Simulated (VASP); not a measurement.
# SiO2 (P6_222) in VASP: single point with r2SCAN

Aim: the single point of SiO2 with r2SCAN.

All numbers are computed with VASP 6.6.1; they aren't measurements. Logs are shortened: lines on timing, memory, paths and dates and some standing lists are left out, and cuts for length are marked.

### 1 The cell of the first run

Symmetry: P6_222, No. 180, hexagonal system. Conventional cell: a = 5.058 Å, b = 5.058 Å, c = 5.542 Å, α = 90.00°, β = 90.00°, γ = 120.00°. Si (site symmetry 222) has 4 O at 1.61 Å within 2.1 Å. O (site symmetry 2) has 2 Si at 1.61 Å within 2.1 Å.

### 2 Single point, r2SCAN

Contents of POSCAR:

```
SiO2
1.0
    5.0584528151      0.0000000000      0.0000000000
   -2.5292264075      4.3807486417      0.0000000000
    0.0000000000      0.0000000000      5.5416830486
Si O
3 6
Direct
    0.5000000000      0.0000000000      0.0000000000
    0.5000000000      0.5000000000      0.3333333333
    0.0000000000      0.5000000000      0.6666666667
    0.4163963558      0.2081981779      0.1666666667
    0.2081981779      0.4163963558      0.5000000000
    0.7918018221      0.2081981779      0.8333333333
    0.5836036442      0.7918018221      0.1666666667
    0.7918018221      0.5836036442      0.5000000000
    0.2081981779      0.7918018221      0.8333333333
```

Contents of INCAR.step1:

```
SYSTEM = SiO2
PREC = Accurate
ENCUT = 520
ISMEAR = -1
SIGMA = 0.1
LREAL = .False.
LASPH = .True.
NELM = 80
NBANDS = 34
GGA = PE
ALGO = Normal
EDIFF = 1E-4
LWAVE = .True.
LCHARG = .False.
```

Contents of INCAR.step2:

```
SYSTEM = SiO2
PREC = Accurate
ENCUT = 520
EDIFF = 1E-6
ISMEAR = -1
SIGMA = 0.1
LREAL = .False.
LASPH = .True.
NELM = 80
ALGO = Normal
ISIF = 2
LWAVE = .False.
LCHARG = .False.
METAGGA = R2SCAN
LMIXTAU = .True.
NBANDS = 34
ISTART = 1
```

Contents of KPOINTS:

```
regular mesh
0
Gamma
  6 6 5
  0 0 0
```

Potentials or basis: VASP PAW PBE potentials, release 64 (Si, O).

Run with:

```console
cat potpaw_PBE.64/Si/POTCAR potpaw_PBE.64/O/POTCAR > POTCAR
cp INCAR.step1 INCAR
mpirun -np 1 vasp_std > vasp.out
cp INCAR.step2 INCAR
mpirun -np 1 vasp_std > vasp.out
```

OUTCAR:

```text
SYSTEM = SiO2
   PREC = Accurate
   ENCUT = 520
   EDIFF = 1E-6
   ISMEAR = -1
   LREAL = .False.
   LASPH = .True.
   NELM = 80
   ISIF = 2
   METAGGA = R2SCAN
   ISTART = 1

 ion  position               nearest neighbor table
   1  0.500  0.000  0.000-   4 1.61   7 1.61   6 1.61   9 1.61   2 3.13   2 3.13   3 3.13   3 3.13

   2  0.500  0.500  0.333-   4 1.61   7 1.61   5 1.61   8 1.61   1 3.13   1 3.13   3 3.13   3 3.13

   3  0.000  0.500  0.667-   6 1.61   9 1.61   8 1.61   5 1.61   1 3.13   1 3.13   2 3.13   2 3.13

   4  0.416  0.208  0.167-   2 1.61   1 1.61
   5  0.208  0.416  0.500-   3 1.61   2 1.61
   6  0.792  0.208  0.833-   3 1.61   1 1.61
   7  0.584  0.792  0.167-   2 1.61   1 1.61
   8  0.792  0.584  0.500-   3 1.61   2 1.61
   9  0.208  0.792  0.833-   3 1.61   1 1.61

  LATTYP: Found a hexagonal cell.
 ALAT       =     5.0584528151
 C/A-ratio  =     1.0955292559

  Lattice vectors:

 A1 = (   5.0584528151,   0.0000000000,   0.0000000000)
 A2 = (  -2.5292264075,   4.3807486417,   0.0000000000)
 A3 = (   0.0000000000,   0.0000000000,   5.5416830486)

Analysis of symmetry for initial positions (statically):
=====================================================================
 Subroutine PRICEL returns:
 Original cell was already a primitive cell.

 Routine SETGRP: Setting up the symmetry group for a
 hexagonal supercell.

 Subroutine GETGRP returns: Found 12 space group operations
 (whereof  4 operations were pure point group operations)
 out of a pool of 24 trial point group operations.

The static configuration has the point symmetry D_2 .
 The point group associated with its full space group is D_6 .

Analysis of symmetry for dynamics (positions and initial velocities):
=====================================================================
 Subroutine PRICEL returns:
 Original cell was already a primitive cell.

 Routine SETGRP: Setting up the symmetry group for a
 hexagonal supercell.

 Subroutine GETGRP returns: Found 12 space group operations
 (whereof  4 operations were pure point group operations)
 out of a pool of 24 trial point group operations.

The dynamic configuration has the point symmetry D_2 .
 The point group associated with its full space group is D_6 .

 Subroutine INISYM returns: Found 12 space group operations
 (whereof  4 operations are pure point group operations),
 and found     1 'primitive' translations

----------------------------------------------------------------------------------------

                                     Primitive cell

  volume of cell :     122.8026

  direct lattice vectors                    reciprocal lattice vectors
     5.058452815  0.000000000  0.000000000     0.197688905  0.114135743  0.000000000
    -2.529226407  4.380748642  0.000000000     0.000000000  0.228271485  0.000000000
     0.000000000  0.000000000  5.541683049     0.000000000  0.000000000  0.180450594

  length of vectors
     5.058452815  5.058452815  5.541683049     0.228271485  0.228271485  0.180450594

  position of ions in fractional coordinates (direct lattice)
     0.500000000  0.000000000  0.000000000
     0.500000000  0.500000000  0.333333333
     0.000000000  0.500000000  0.666666667
     0.416396356  0.208198178  0.166666667
     0.208198178  0.416396356  0.500000000
     0.791801822  0.208198178  0.833333333
     0.583603644  0.791801822  0.166666667
     0.791801822  0.583603644  0.500000000
     0.208198178  0.791801822  0.833333333

  ion indices of the primitive-cell ions
   primitive index   ion index
                 1           1
                 2           2
                 3           3
                 4           4
                 5           5
                 6           6
                 7           7
                 8           8
                 9           9

----------------------------------------------------------------------------------------

 KPOINTS: regular mesh

Automatic generation of k-mesh.
 Grid dimensions read from file:
 generate k-points for:    6    6    5

 Generating k-lattice:

  Cartesian coordinates                     Fractional coordinates (reciprocal lattice)
     0.032948151  0.019022624  0.000000000     0.166666667  0.000000000  0.000000000
     0.000000000  0.038045248  0.000000000     0.000000000  0.166666667  0.000000000
     0.000000000  0.000000000  0.036090119     0.000000000  0.000000000  0.200000000

  Length of vectors
     0.038045248  0.038045248  0.036090119

  Shift w.r.t. Gamma in fractional coordinates (k-lattice)
     0.000000000  0.000000000  0.000000000

 Subroutine IBZKPT returns following result:
 ===========================================

 Found     21 irreducible k-points:

 Following reciprocal coordinates:
            Coordinates               Weight
  0.000000  0.000000  0.000000      1.000000
  0.166667 -0.000000  0.000000      6.000000
  0.333333 -0.000000  0.000000      6.000000
  0.500000  0.000000  0.000000      3.000000
  0.166667  0.166667  0.000000      6.000000
  0.333333  0.166667  0.000000     12.000000
[... 13 lines left out ...]
  0.333333  0.166667  0.400000     24.000000
  0.333333  0.333333  0.400000      4.000000
   k-points           NKPTS =     21   k-points in BZ     NKDIM =     21   number of bands    NBANDS=     34
   number of dos      NEDOS =    301   number of ions     NIONS =      9
   total plane-waves  NPLWV =  67200
   dimension x,y,z NGX =    40 NGY =   40 NGZ =   42
   dimension x,y,z NGXF=    80 NGYF=   80 NGZF=   84
   ions per type =               3   6
   NGX,Y,Z   is equivalent  to a cutoff of  13.15, 13.15, 12.60 a.u.
   NGXF,Y,Z  is equivalent  to a cutoff of  26.29, 26.29, 25.20 a.u.
 SYSTEM =  SiO2
   PREC   = accura    normal or accurate (medium, high low for compatibility)
   ISTART =      1    job   : 0-new  1-cont  2-samecut
   ICHARG =      0    charge: 1-file 2-atom 10-const
   ISPIN  =      1    spin polarized calculation?
   LNONCOLLINEAR =      F non collinear calculations
   LSORBIT =      F    spin-orbit coupling
   LASPH  =      T    aspherical Exc in radial PAW
   ENCUT  =  520.0 eV  38.22 Ry    6.18 a.u.   9.41  9.41 10.30*2*pi/ulx,y,z
   NELM   =     80;   NELMIN=  2; NELMDL=  0     # of ELM steps
   EDIFF  = 0.1E-05   stopping-criterion for ELM
   LREAL  =      F    real-space projection
   EDIFFG = 0.1E-04   stopping-criterion for IOM
   NSW    =      0    number of steps for IOM
   IBRION =     -1    ionic relax: 0-MD 1-quasi-New 2-CG
   NFREE  =      0    steps in history (QN), initial steepest desc. (CG)
   ISIF   =      2    stress and relaxation
   ISYM   =      2    0-nonsym 1-usesym 2-fastsym
   POTIM  = 0.5000    time-step for ionic-motion
   TEBEG  =    0.0;   TEEND  =   0.0 temperature during run
   PSTRESS=    0.0 pullay stress
   NELECT =      48.0000    total number of electrons
   NUPDOWN=      -1.0000    fix difference up-down
   EMIN   =  10.00;   EMAX   =-10.00  energy-range for DOS
   EFERMI =   0.00;   METHOD = LEGACY
   ISMEAR =    -1;   SIGMA  =   0.10  broadening in eV -4-tet -1-fermi 0-gaus
   EFERMI_NEDOS =   21; number of points for ismear=-14 and -15
   IALGO  =     38    algorithm
   IMIX   =      4    mixing-type and parameters
     AMIX     =   0.40;   BMIX     =  1.00
     AMIX_MAG =   1.60;   BMIX_MAG =  1.00
  volume/ion in A,a.u.               =      13.64        92.08
  Fermi-wavevector in a.u.,A,eV,Ry     =   1.196978  2.261960 19.493819  1.432755
  Thomas-Fermi vector in A             =   2.332904
   LORBIT       =      0    0 simple, 1 ext, 2 COOP (PROOUT), +10 PAW based schemes
   METAGGA = R2SCAN    functional components
   LHFCALC =     F    Hartree Fock is set to
   AEXX    =    0.0000 exact exchange contribution
   IVDW    =     0    specifies the selected vdW correction
   LEPSILON=     F    determine dielectric tensor
   LRPA    =     F    only Hartree local field effects (RPA)
 non-spin polarized calculation
  energy-cutoff  :      520.00
  volume of cell :      122.80
 maximum number of plane-waves:      3331
 NGX is ok and might be reduce to    40
   NGX = 19   NGY = 19   NGZ = 21

 number of electron      47.9999975 magnetization

 Free energy of the ion-electron system (eV)
  ---------------------------------------------------
  ext. energy  EPLUGINS =         0.00000000
  ---------------------------------------------------
  free energy    TOTEN  =       -89.35579410 eV

  energy without entropy =      -89.35579410  energy(sigma->0) =      -89.35579410

 E-fermi :   2.3437     XC(G=0):  -9.2048

 val. band max:        0.0850381276   @ k =   0.0000   0.0000   0.4000
 cond. band min:       6.3762757916   @ k =   0.0000   0.0000   0.0000
 fundamental gap:      6.2912376639
 Fermi energy:         2.3437091403

 k-point     1 :       0.0000    0.0000    0.0000
  band No.  band energies     occupation
      1     -20.3405      2.00000
      2     -18.8928      2.00000
      3     -18.8928      2.00000
      4     -18.3117      2.00000
      5     -18.2678      2.00000
      6     -18.2678      2.00000
[... 26 lines left out ...]
     33      14.1514      0.00000
     34      14.1514      0.00000

 k-point     2 :       0.1667   -0.0000    0.0000
  band No.  band energies     occupation
      1     -20.2661      2.00000
      2     -18.9926      2.00000
      3     -18.8876      2.00000
      4     -18.3108      2.00000
      5     -18.2777      2.00000
      6     -18.2743      2.00000
[... 26 lines left out ...]
     33      14.1043      0.00000
     34      14.3448      0.00000
[... 664 lines left out ...]
     33      12.4739      0.00000
     34      12.6026      0.00000

 k-point    21 :       0.3333    0.3333    0.4000
  band No.  band energies     occupation
      1     -19.8369      2.00000
      2     -19.2971      2.00000
      3     -19.0988      2.00000
      4     -18.3205      2.00000
      5     -18.3009      2.00000
      6     -18.2905      2.00000
[... 26 lines left out ...]
     33      12.2084      0.00000
     34      12.2736      0.00000

------------------------ aborting loop because EDIFF is reached ----------------------------------------

  FORCE on cell =-STRESS in cart. coord.  units (eV):
  Direction    XX          YY          ZZ          XY          YZ          ZX
  --------------------------------------------------------------------------------------
  -------------------------------------------------------------------------------------
  Total        0.1392762      0.1392762      0.1634130      0.0000000      0.0000000      0.0000000
  in kB        1.8171040      1.8171040      2.1320116      0.0000000      0.0000000      0.0000000
  external PRESSURE =       1.9220732 kB  Pullay stress =       0.0000000 kB

 VOLUME and BASIS-vectors are now :
 -----------------------------------------------------------------------------
  energy-cutoff  :      520.00
  volume of cell :      122.80
      direct lattice vectors                 reciprocal lattice vectors
     5.058452815  0.000000000  0.000000000     0.197688905  0.114135743  0.000000000
    -2.529226407  4.380748642  0.000000000     0.000000000  0.228271485  0.000000000
     0.000000000  0.000000000  5.541683049     0.000000000  0.000000000  0.180450594

 POSITION                                       TOTAL-FORCE (eV/Angst)
 -----------------------------------------------------------------------------------
      2.52923      0.00000      0.00000         0.000000     -0.000000     -0.000000
      1.26461      2.19037      1.84723         0.000000     -0.000000      0.000000
     -1.26461      2.19037      3.69446         0.000000     -0.000000      0.000000
      1.57974      0.91206      0.92361         0.012320      0.007113      0.000000
      0.00000      1.82413      2.77084         0.000000      0.014226      0.000000
      3.47871      0.91206      4.61807        -0.012320      0.007113     -0.000000
      0.94949      3.46868      0.92361        -0.012320     -0.007113      0.000000
      2.52923      2.55662      2.77084        -0.000000     -0.014226      0.000000
     -0.94949      3.46868      4.61807         0.012320     -0.007113     -0.000000
 -----------------------------------------------------------------------------------
    total drift:                               -0.000000      0.000000     -0.000001

  FREE ENERGIE OF THE ION-ELECTRON SYSTEM (eV)
  ---------------------------------------------------
  free  energy   TOTEN  =       -89.3557941029 eV

  energy  without entropy=      -89.3557941027  energy(sigma->0) =      -89.35579410
```

Wall time 13 min (1 thread of AMD EPYC 7R13, shared host); peak memory 0.26 GiB.

Results:

```yaml
Free_energy: -89.3558 eV
Pressure: 0.2 GPa
Largest_force: 0.014 eV/Å
Band_gap_on_the_k_mesh: 6.29 eV, indirect (least direct gap 6.49 eV)
```

Forces in eV/Å, atoms in the order of the input:
```
Si   0.000  0.000  0.000
Si   0.000  0.000  0.000
Si   0.000  0.000  0.000
O    0.012  0.007  0.000
O    0.000  0.014  0.000
O   -0.012  0.007  0.000
O   -0.012 -0.007  0.000
O    0.000 -0.014  0.000
O    0.012 -0.007  0.000
```

Levels at points of the mesh, in eV from the valence-band top:
| k point | band 20 | band 21 | band 22 | band 23 | band 24 | band 25 | band 26 | band 27 | band 28 | band 29 |
| --- | --- | --- | --- | --- | --- | --- | --- | --- | --- | --- |
| (0.00, 0.00, 0.00) | -1.01 | -1.01 | -0.47 | -0.47 | -0.20 | 6.29 | 9.73 | 9.73 | 10.07 | 10.07 |
| (0.50, 0.00, 0.00) | -1.21 | -1.17 | -1.02 | -0.36 | -0.01 | 8.41 | 9.27 | 10.38 | 10.53 | 10.55 |

Caveat: the PAW data sets were made with another functional, which shifts forces and pressure a little.
